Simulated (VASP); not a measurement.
Wanted: the native input for a VASP 6.6.1 run.

* Task: single point
* Functional: PBE
* Dispersion: D3(BJ)
* Potentials or basis: VASP PAW PBE potentials, release 64 (Si, Ni)
* Cutoff: 520 eV
* k mesh: 12 × 12 × 12
* Occupations: gaussian, width 0.1 eV
* Spin: no spin polarisation
* Dipole correction: no
* Further INCAR settings: ALGO = Normal; EDIFF = 1e-06; NBANDS = 25

The structure of SiNi3 lies in POSCAR:

```
SiNi3
1.0
    3.4654392166      0.0000000000      0.0000000000
    0.0000000000      3.4654392166      0.0000000000
    0.0000000000      0.0000000000      3.4654392166
Si Ni
1 3
Direct
    0.0000000000      0.0000000000      0.0000000000
    0.0000000000      0.5000000000      0.5000000000
    0.5000000000      0.0000000000      0.5000000000
    0.5000000000      0.5000000000      0.0000000000
```

The input as run:

INCAR

```
PREC = Accurate
ENCUT = 520
EDIFF = 1E-6
ISMEAR = 0
SIGMA = 0.1
LREAL = False
LASPH = True
NELM = 80
ALGO = Normal
ISIF = 2
LWAVE = False
LCHARG = False
GGA = PE
IVDW = 12
NBANDS = 25
```

KPOINTS

```
Automatic mesh
0
Gamma
  12 12 12
```

Potentials or basis: VASP PAW PBE potentials, release 64 (Si, Ni).

Launch:

```console
$ cat potpaw_PBE.64/Si/POTCAR potpaw_PBE.64/Ni/POTCAR > POTCAR
$ mpirun -np 1 vasp_std > vasp.out
```

Results of the run:

- Pressure: -0.1 GPa
- Band gap on the k mesh: zero (bands 17 and 18 overlap by 0.25 eV)
- Dispersion energy per atom: -0.512 eV

Wall time 76 s on 1 thread of Intel(R) Xeon(R) Platinum 8259CL CPU @ 2.50GHz (Skylake/Cascade Lake), with other jobs on the host, peak memory 0.22 GiB.
